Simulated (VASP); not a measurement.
# Ti5Si (R32) in VASP: notebook

Ti5Si is run at these levels: PBE; tasks: single point.

Program: VASP 6.6.1. These are calculated values, not measurements. Logs are shortened: lines on timing, memory, paths and dates and some standing lists are left out, and cuts for length are marked.

## Step 1: The cell of the first run

It takes space group R32 (No. 155, trigonal). Conventional cell: a = 5.046 Å, b = 5.046 Å, c = 13.323 Å, α = 90.00°, β = 90.00°, γ = 120.00°. Within 3.7 Å of Ti (site symmetry 3) lie 12 Ti at 2.83 to 3.66 Å and 3 Si at 2.92 Å. Within 3.5 Å of Ti (site symmetry 2) lie 10 Ti at 2.69 to 3.45 Å and 2 Si at 2.71 Å. Si (site symmetry 32) has 12 Ti at 2.71 to 2.92 Å within 3.6 Å.

## Step 2: Single point, PBE

Contents of INCAR:

```
  PREC = Accurate
  ENCUT = 520
  EDIFF = 1E-6
  ISMEAR = 0
  SIGMA = 0.1
  LREAL = False
  LASPH = True
  NELM = 80
  ALGO = Fast
  ISIF = 2
  LWAVE = False
  LCHARG = False
  GGA = PE
  NBANDS = 41
```

Contents of KPOINTS:

```
regular mesh
0
Gamma
  6 6 6
```

Contents of POSCAR:

```
Ti5Si
1.0
    2.5228392900      1.4565619400      4.4409046200
   -2.5228392900      1.4565619400      4.4409046200
    0.0000000000     -2.9131238800      4.4409046200
Ti Si
5 1
Direct
    0.1514396700      0.1514396700      0.1514396700
    0.6053500000      0.3946500000      0.0000000000
    0.0000000000      0.6053500000      0.3946500000
    0.8485603300      0.8485603300      0.8485603300
    0.3946500000      0.0000000000      0.6053500000
    0.5000000000      0.5000000000      0.5000000000
```

Potentials or basis: VASP PAW PBE potentials, release 64 (Ti_sv, Si).

On the command line:

```console
$ cat potpaw_PBE.64/Ti_sv/POTCAR potpaw_PBE.64/Si/POTCAR > POTCAR
$ mpirun -np 1 vasp_std > vasp.out
```

OUTCAR:

```text
PREC = Accurate
   ENCUT = 520
   EDIFF = 1E-6
   ISMEAR = 0
   LREAL = False
   LASPH = True
   NELM = 80
   ISIF = 2
   GGA = PE

 ion  position               nearest neighbor table
   1  0.151  0.151  0.151-   5 2.83   3 2.83   2 2.83   2 2.88   5 2.88   3 2.88   6 2.92   6 2.92
                             6 2.92
   2  0.605  0.395  0.000-   5 2.69   3 2.69   5 2.69   3 2.69   6 2.71   6 2.71   4 2.83   1 2.83
                             4 2.88   1 2.88
   3  0.000  0.605  0.395-   2 2.69   2 2.69   5 2.69   5 2.69   6 2.71   6 2.71   4 2.83   1 2.83
                             4 2.88   1 2.88
   4  0.849  0.849  0.849-   3 2.83   5 2.83   2 2.83   2 2.88   3 2.88   5 2.88   6 2.92   6 2.92
                             6 2.92
   5  0.395  0.000  0.605-   2 2.69   2 2.69   3 2.69   3 2.69   6 2.71   6 2.71   1 2.83   4 2.83
                             1 2.88   4 2.88
   6  0.500  0.500  0.500-   2 2.71   2 2.71   3 2.71   5 2.71   5 2.71   3 2.71   1 2.92   4 2.92
                             4 2.92   1 2.92   1 2.92   4 2.92

  LATTYP: Found a trigonal (rhomboedric) cell.
 ALAT       =     5.3111133119
 COS(alpha) =     0.5487283683

  Lattice vectors:

 A1 = (   2.5228392900,   1.4565619400,   4.4409046200)
 A2 = (  -2.5228392900,   1.4565619400,   4.4409046200)
 A3 = (   0.0000000000,  -2.9131238800,   4.4409046200)

Analysis of symmetry for initial positions (statically):
=====================================================================
 Subroutine PRICEL returns:
 Original cell was already a primitive cell.

 Routine SETGRP: Setting up the symmetry group for a
 trigonal (rhombohedral) supercell.

 Subroutine GETGRP returns: Found  6 space group operations
 (whereof  6 operations were pure point group operations)
 out of a pool of 12 trial point group operations.

The static configuration has the point symmetry D_3 .

Analysis of symmetry for dynamics (positions and initial velocities):
=====================================================================
 Subroutine PRICEL returns:
 Original cell was already a primitive cell.

 Routine SETGRP: Setting up the symmetry group for a
 trigonal (rhombohedral) supercell.

 Subroutine GETGRP returns: Found  6 space group operations
 (whereof  6 operations were pure point group operations)
 out of a pool of 12 trial point group operations.

The dynamic configuration has the point symmetry D_3 .

 Subroutine INISYM returns: Found  6 space group operations
 (whereof  6 operations are pure point group operations),
 and found     1 'primitive' translations

----------------------------------------------------------------------------------------

                                     Primitive cell

  volume of cell :      97.9132

  direct lattice vectors                    reciprocal lattice vectors
     2.522839290  1.456561940  4.440904620     0.198189398  0.114424703  0.075059782
    -2.522839290  1.456561940  4.440904620    -0.198189398  0.114424703  0.075059782
     0.000000000 -2.913123880  4.440904620     0.000000000 -0.228849405  0.075059782

  length of vectors
     5.311113312  5.311113312  5.311113309     0.240844391  0.240844391  0.240844392

  position of ions in fractional coordinates (direct lattice)
     0.151439670  0.151439670  0.151439670
     0.605350000  0.394650000  0.000000000
     1.000000000  0.605350000  0.394650000
     0.848560330  0.848560330  0.848560330
     0.394650000  1.000000000  0.605350000
     0.500000000  0.500000000  0.500000000

  ion indices of the primitive-cell ions
   primitive index   ion index
                 1           1
                 2           2
                 3           3
                 4           4
                 5           5
                 6           6

----------------------------------------------------------------------------------------

 KPOINTS: regular mesh

Automatic generation of k-mesh.
 Grid dimensions read from file:
 generate k-points for:    6    6    6

 Generating k-lattice:

  Cartesian coordinates                     Fractional coordinates (reciprocal lattice)
     0.033031566  0.019070784  0.012509964     0.166666667  0.000000000  0.000000000
    -0.033031566  0.019070784  0.012509964     0.000000000  0.166666667  0.000000000
     0.000000000 -0.038141568  0.012509964     0.000000000  0.000000000  0.166666667

  Length of vectors
     0.040140732  0.040140732  0.040140732

  Shift w.r.t. Gamma in fractional coordinates (k-lattice)
     0.000000000  0.000000000  0.000000000

 Subroutine IBZKPT returns following result:
 ===========================================

 Found     32 irreducible k-points:

 Following reciprocal coordinates:
            Coordinates               Weight
  0.000000  0.000000  0.000000      1.000000
  0.166667  0.000000  0.000000      6.000000
  0.333333 -0.000000  0.000000      6.000000
  0.500000  0.000000  0.000000      3.000000
  0.166667  0.166667  0.000000      6.000000
  0.333333  0.166667  0.000000     12.000000
[... 16 lines left out ...]
  0.500000  0.500000  0.166667      6.000000
 -0.333333  0.500000  0.166667     12.000000
 [... further k-points ...]
   k-points           NKPTS =     32   k-points in BZ     NKDIM =     32   number of bands    NBANDS=     41
   number of dos      NEDOS =    301   number of ions     NIONS =      6
   total plane-waves  NPLWV =  64000
   dimension x,y,z NGX =    40 NGY =   40 NGZ =   40
   dimension x,y,z NGXF=    80 NGYF=   80 NGZF=   80
   ions per type =               5   1
   NGX,Y,Z   is equivalent  to a cutoff of  12.52, 12.52, 12.52 a.u.
   NGXF,Y,Z  is equivalent  to a cutoff of  25.04, 25.04, 25.04 a.u.
 SYSTEM =  unknown system
   PREC   = accura    normal or accurate (medium, high low for compatibility)
   ISTART =      0    job   : 0-new  1-cont  2-samecut
   ICHARG =      2    charge: 1-file 2-atom 10-const
   ISPIN  =      1    spin polarized calculation?
   LNONCOLLINEAR =      F non collinear calculations
   LSORBIT =      F    spin-orbit coupling
   LASPH  =      T    aspherical Exc in radial PAW
   ENCUT  =  520.0 eV  38.22 Ry    6.18 a.u.   9.88  9.88  9.88*2*pi/ulx,y,z
   NELM   =     80;   NELMIN=  2; NELMDL= -5     # of ELM steps
   EDIFF  = 0.1E-05   stopping-criterion for ELM
   LREAL  =      F    real-space projection
   EDIFFG = 0.1E-04   stopping-criterion for IOM
   NSW    =      0    number of steps for IOM
   IBRION =     -1    ionic relax: 0-MD 1-quasi-New 2-CG
   NFREE  =      0    steps in history (QN), initial steepest desc. (CG)
   ISIF   =      2    stress and relaxation
   ISYM   =      2    0-nonsym 1-usesym 2-fastsym
   POTIM  = 0.5000    time-step for ionic-motion
   TEBEG  =    0.0;   TEEND  =   0.0 temperature during run
   PSTRESS=    0.0 pullay stress
   NELECT =      64.0000    total number of electrons
   NUPDOWN=      -1.0000    fix difference up-down
   EMIN   =  10.00;   EMAX   =-10.00  energy-range for DOS
   EFERMI =   0.00;   METHOD = LEGACY
   ISMEAR =     0;   SIGMA  =   0.10  broadening in eV -4-tet -1-fermi 0-gaus
   EFERMI_NEDOS =   21; number of points for ismear=-14 and -15
   IALGO  =     68    algorithm
   IMIX   =      4    mixing-type and parameters
     AMIX     =   0.40;   BMIX     =  1.00
     AMIX_MAG =   1.60;   BMIX_MAG =  1.00
  volume/ion in A,a.u.               =      16.32       110.13
  Fermi-wavevector in a.u.,A,eV,Ry     =   1.420761  2.684849 27.464207  2.018562
  Thomas-Fermi vector in A             =   2.541642
   LORBIT       =      0    0 simple, 1 ext, 2 COOP (PROOUT), +10 PAW based schemes
   GGA     = PE    functional components
   LHFCALC =     F    Hartree Fock is set to
   AEXX    =    0.0000 exact exchange contribution
   IVDW    =     0    specifies the selected vdW correction
   LEPSILON=     F    determine dielectric tensor
   LRPA    =     F    only Hartree local field effects (RPA)
 non-spin polarized calculation
 RMM-DIIS sequential band-by-band and
 Gauss-broadening in eV      SIGMA  =   0.10
  energy-cutoff  :      520.00
  volume of cell :       97.91
 maximum number of plane-waves:      2662
   NGX = 19   NGY = 19   NGZ = 19

 number of electron      63.9999999 magnetization

 Free energy of the ion-electron system (eV)
  ---------------------------------------------------
  ext. energy  EPLUGINS =         0.00000000
  ---------------------------------------------------
  free energy    TOTEN  =       -46.37563975 eV

  energy without entropy =      -46.34833853  energy(sigma->0) =      -46.36198914

 E-fermi :   8.7787     XC(G=0): -11.5988

 val. band max:        8.7685110065   @ k =   0.5000   0.1667   0.0000
 cond. band min:       8.7803839369   @ k =  -0.3333   0.3333   0.1667
 fundamental gap:      0.0118729304
 Fermi energy:         8.7787279270

 k-point     1 :       0.0000    0.0000    0.0000
  band No.  band energies     occupation
      1     -47.9947      2.00000
      2     -47.9212      2.00000
      3     -47.7860      2.00000
      4     -47.6539      2.00000
      5     -47.6539      2.00000
      6     -24.4787      2.00000
[... 33 lines left out ...]
     40      10.5346      0.00000
     41      10.5669      0.00000

 k-point     2 :       0.1667    0.0000    0.0000
  band No.  band energies     occupation
      1     -47.9888      2.00000
      2     -47.9246      2.00000
      3     -47.7801      2.00000
      4     -47.6626      2.00000
      5     -47.6539      2.00000
      6     -24.4714      2.00000
[... 33 lines left out ...]
     40      10.5183      0.00000
     41      11.0903      0.00000

 k-point     3 :       0.3333   -0.0000    0.0000
  band No.  band energies     occupation
      1     -47.9746      2.00000
      2     -47.9337      2.00000
      3     -47.7642      2.00000
      4     -47.6843      2.00000
      5     -47.6540      2.00000
      6     -24.4761      2.00000
[... 875 lines left out ...]
      2     -47.9345      2.00000
      3     -47.7717      2.00000
      4     -47.6859      2.00000
      5     -47.6540      2.00000
      6     -24.4400      2.00000
[... 33 lines left out ...]
     40      10.5491      0.00000
     41      10.9534      0.00000

 k-point    24 :      -0.3333    0.5000    0.1667
  band No.  band energies     occupation
      1     -47.9580      2.00000
      2     -47.9423      2.00000
      3     -47.7534      2.00000
      4     -47.7037      2.00000
      5     -47.6540      2.00000
      6     -24.4231      2.00000
[... 33 lines left out ...]
     40      10.6071      0.00000
     41      10.8717      0.00000

 [... further k-points ...]

------------------------ aborting loop because EDIFF is reached ----------------------------------------

  FORCE on cell =-STRESS in cart. coord.  units (eV):
  Direction    XX          YY          ZZ          XY          YZ          ZX
  --------------------------------------------------------------------------------------
  -------------------------------------------------------------------------------------
  Total       -0.0107946     -0.0107946     -0.1019060      0.0000000     -0.0000000      0.0000000
  in kB       -0.1766354     -0.1766354     -1.6675125      0.0000000     -0.0000000      0.0000000
  external PRESSURE =      -0.6735944 kB  Pullay stress =       0.0000000 kB

 VOLUME and BASIS-vectors are now :
 -----------------------------------------------------------------------------
  energy-cutoff  :      520.00
  volume of cell :       97.91
      direct lattice vectors                 reciprocal lattice vectors
     2.522839290  1.456561940  4.440904620     0.198189398  0.114424703  0.075059782
    -2.522839290  1.456561940  4.440904620    -0.198189398  0.114424703  0.075059782
     0.000000000 -2.913123880  4.440904620     0.000000000 -0.228849405  0.075059782

 POSITION                                       TOTAL-FORCE (eV/Angst)
 -----------------------------------------------------------------------------------
      0.00000      0.00000      2.01759        -0.000000      0.000000      0.022263
      0.53156      1.45656      4.44090        -0.030850      0.000000      0.000000
     -1.52720     -0.26793      4.44090         0.015425     -0.026717      0.000000
      0.00000      0.00000     11.30513        -0.000000      0.000000     -0.022263
      0.99564     -1.18863      4.44090         0.015425      0.026717      0.000000
      0.00000      0.00000      6.66136        -0.000000      0.000000      0.000000
 -----------------------------------------------------------------------------------
    total drift:                                0.000000     -0.000000      0.000000

  FREE ENERGIE OF THE ION-ELECTRON SYSTEM (eV)
  ---------------------------------------------------
  free  energy   TOTEN  =       -46.3756397503 eV

  energy  without entropy=      -46.3483385265  energy(sigma->0) =      -46.36198914
```

Wall time 9.1 min (1 thread of Intel Xeon Platinum 8259CL at 2.50GHz (Skylake/Cascade Lake), shared host); peak memory 0.3 GiB.

Results:

- Free energy: -46.3756 eV
- Pressure: -0.1 GPa
- Largest force: 0.031 eV/Å
- Band gap on the k mesh: zero (bands 32 and 33 overlap by 0.49 eV)

Forces in eV/Å, atoms in the order of the input:
```
Ti   0.000  0.000  0.022
Ti  -0.031  0.000  0.000
Ti   0.015 -0.027  0.000
Ti   0.000  0.000 -0.022
Ti   0.015  0.027  0.000
Si   0.000  0.000  0.000
```

Stress tensor (GPa, compression positive):
```
-0.02  0.00  0.00
 0.00 -0.02  0.00
 0.00  0.00 -0.17
```

## Step 3: Single point, PBE, collinear spin

Contents of INCAR:

```
ALGO     = Normal         # electronic algorithm
EDIFF    = 1E-7           # SCF threshold, eV
ENCUT    = 520            # plane-wave cutoff, eV
GGA      = PE             # functional
ISIF     = 2              # what is computed and relaxed
ISMEAR   = 0              # smearing method
ISPIN    = 2              # spin polarisation
LASPH    = True           # aspherical terms in the spheres
LCHARG   = False          # write CHGCAR
LMAXMIX  = 4              # l up to which the mixer works
LORBIT   = 11             # projections on sites
LREAL    = False          # projectors in reciprocal space
LWAVE    = False          # write WAVECAR
MAGMOM   = 1 1 1 1 1 0    # initial moments
NBANDS   = 45             # bands
NELM     = 150            # most SCF steps
PREC     = Accurate       # precision mode
SIGMA    = 0.1            # smearing width, eV
```

Contents of KPOINTS:

```
k-points
0
Gamma
  6 6 6
```

POSCAR is that of step 2.

Potentials or basis: VASP PAW PBE potentials, release 64 (Ti_sv, Si).

On the command line:

```console
$ cat potpaw_PBE.64/Ti_sv/POTCAR potpaw_PBE.64/Si/POTCAR > POTCAR
$ mpirun -np 1 vasp_std > vasp.out
```

Wall time 6.9 min (1 thread of Intel Xeon Platinum 8259CL at 2.50GHz (Skylake/Cascade Lake), shared host); peak memory 0.4 GiB.

It converged, with:

```
Free energy                                           : -46.3756 eV
Pressure                                              : -0.1 GPa
Largest force                                         : 0.031 eV/Å
Band gap on the k mesh                                : zero (filled and empty bands overlap)
Net moment                                            : 0.00 μB per cell
Valence electrons inside the program's atomic spheres : Ti 10.23, 10.35 (each value once); Si 1.63
```

Forces in eV/Å, atoms in the order of the input:
```
Ti   0.000  0.000  0.022
Ti  -0.031  0.000  0.000
Ti   0.016 -0.027  0.000
Ti   0.000  0.000 -0.022
Ti   0.016  0.027  0.000
Si   0.000  0.000  0.000
```

Stress tensor (GPa, compression positive):
```
-0.09  0.00  0.00
 0.00 -0.09  0.00
 0.00  0.00 -0.25
```

Levels at points of the mesh, in eV from the Fermi level:
Spin up:
```csv
k point,band 30,band 31,band 32,band 33,band 34,band 35
"(0.00, 0.00, 0.00)",-0.90,-0.72,-0.12,-0.05,-0.05,1.06
"(0.50, 0.00, 0.00)",-0.74,-0.52,0.36,0.56,0.57,0.72
"(0.50, 0.50, 0.00)",-0.56,-0.37,-0.12,-0.06,0.64,0.71
"(0.50, 0.50, 0.50)",-0.58,-0.58,-0.15,0.26,0.26,0.86
```
Spin down:
```tsv
k point	band 30	band 31	band 32	band 33	band 34	band 35
(0.00, 0.00, 0.00)	-0.90	-0.72	-0.12	-0.05	-0.05	1.06
(0.50, 0.00, 0.00)	-0.74	-0.52	0.36	0.56	0.57	0.72
(0.50, 0.50, 0.00)	-0.56	-0.37	-0.12	-0.06	0.64	0.71
(0.50, 0.50, 0.50)	-0.58	-0.58	-0.15	0.26	0.26	0.86
```
